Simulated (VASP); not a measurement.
Set up this calculation in VASP 6.6.1, as the native input.

```yaml
Task: single point
Functional: LDA
Potentials_or_basis: VASP PAW LDA potentials, release 64 (Hg, Te)
Cutoff: 520 eV
k_mesh: 10 × 10 × 10
Occupations: fermi-dirac, width 0.05 eV
Spin: no spin polarisation
Dipole_correction: no
Further_INCAR_settings: ALGO = Normal; EDIFF = 1e-07; NBANDS = 16
```

The structure of HgTe lies in POSCAR:

```
HgTe
1.0
   -3.1053358708      3.1053358708      1.5899944314
    3.1053358708     -3.1053358708      1.5899944314
    3.1053358708      3.1053358708     -1.5899944314
Hg Te
1 1
Direct
    0.7500000000      0.2500000000      0.5000000000
    0.0000000000      0.0000000000      0.0000000000
```

The input as run:

INCAR

```
ALGO = Normal
EDIFF = 1E-7
ENCUT = 520
ISIF = 2
ISMEAR = -1
LASPH = T
LCHARG = T
LELF = T
LREAL = F
LVHAR = T
LWAVE = F
NBANDS = 16
NELM = 60
PREC = Accurate
SIGMA = 0.05
```

KPOINTS

```
k-points
0
Gamma
  10 10 10
```

Potentials or basis: VASP PAW LDA potentials, release 64 (Hg, Te).

Run with:

```bash
$ cat potpaw_LDA.64/Hg/POTCAR potpaw_LDA.64/Te/POTCAR > POTCAR
$ mpirun -np 1 vasp_std > vasp.out
```

Results of the run:

| Item | Value |
| --- | --- |
| Pressure | -6.3 GPa |
| Band gap on the k mesh | zero (band 9 reaches 4.91 eV, above the bottom of band 10 at 1.84 eV) |

Caveat: spin-orbit coupling is left out, which moves the levels of the heavy elements.

Run time: 87 s on 1 thread of Intel Xeon 6975P-C, on a shared host, peak memory 0.24 GiB.
